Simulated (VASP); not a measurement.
A run of VASP 6.6.1 is set up as follows.

The input POSCAR:

```
NaCu2
1.0
    4.0629411696      0.0000000000      0.0000000000
   -2.0314705848      3.5186102670      0.0000000000
    0.0000000000      0.0000000000      3.8309217385
Na Cu
1 2
Direct
    0.0000000000      0.0000000000      0.0000000000
    0.3333333333      0.6666666667      0.5000000000
    0.6666666667      0.3333333333      0.5000000000
```

File INCAR.step1:

```
SYSTEM = NaCu2
ALGO     = Normal         ! electronic algorithm
EDIFF    = 1E-4           ! SCF threshold, eV
ENCUT    = 520            ! plane-wave cutoff, eV
GGA      = PE             ! functional
ISMEAR   = 0              ! smearing method
LASPH    = .TRUE.         ! aspherical terms in the spheres
LCHARG   = .FALSE.        ! write CHGCAR
LREAL    = .FALSE.        ! projectors in reciprocal space
LWAVE    = .TRUE.         ! write WAVECAR
NBANDS   = 22             ! bands
NELM     = 80             ! most SCF steps
PREC     = Accurate       ! precision mode
SIGMA    = 0.1            ! smearing width, eV
```

File INCAR.step2:

```
SYSTEM = NaCu2
ALGO     = Normal         ! electronic algorithm
EDIFF    = 1E-7           ! SCF threshold, eV
ENCUT    = 520            ! plane-wave cutoff, eV
ISIF     = 2              ! what is computed and relaxed
ISMEAR   = 0              ! smearing method
ISTART   = 1            
LASPH    = .TRUE.         ! aspherical terms in the spheres
LCHARG   = .FALSE.        ! write CHGCAR
LMIXTAU  = .TRUE.       
LREAL    = .FALSE.        ! projectors in reciprocal space
LWAVE    = .FALSE.        ! write WAVECAR
METAGGA  = R2SCAN         ! meta-GGA
NBANDS   = 22             ! bands
NELM     = 80             ! most SCF steps
PREC     = Accurate       ! precision mode
SIGMA    = 0.1            ! smearing width, eV
```

Contents of KPOINTS:

```
k-points
0
G
  12 12 12
  0 0 0
```

Potentials or basis: VASP PAW PBE potentials, release 64 (Na_pv, Cu).

Command:

```console
$ cat potpaw_PBE.64/Na_pv/POTCAR potpaw_PBE.64/Cu/POTCAR > POTCAR
$ cp INCAR.step1 INCAR
$ mpirun -np 1 vasp_std > vasp.out
$ cp INCAR.step2 INCAR
$ mpirun -np 1 vasp_std > vasp.out
```

(1) Estimate the pressure.

(2) Predict the band gap on the k mesh.

## Answers

(1) 0.1 GPa.

(2) zero (an odd number of electrons rules out a gap without spin polarisation).

Caveat: the PAW data sets were made with another functional, which shifts forces and pressure a little.
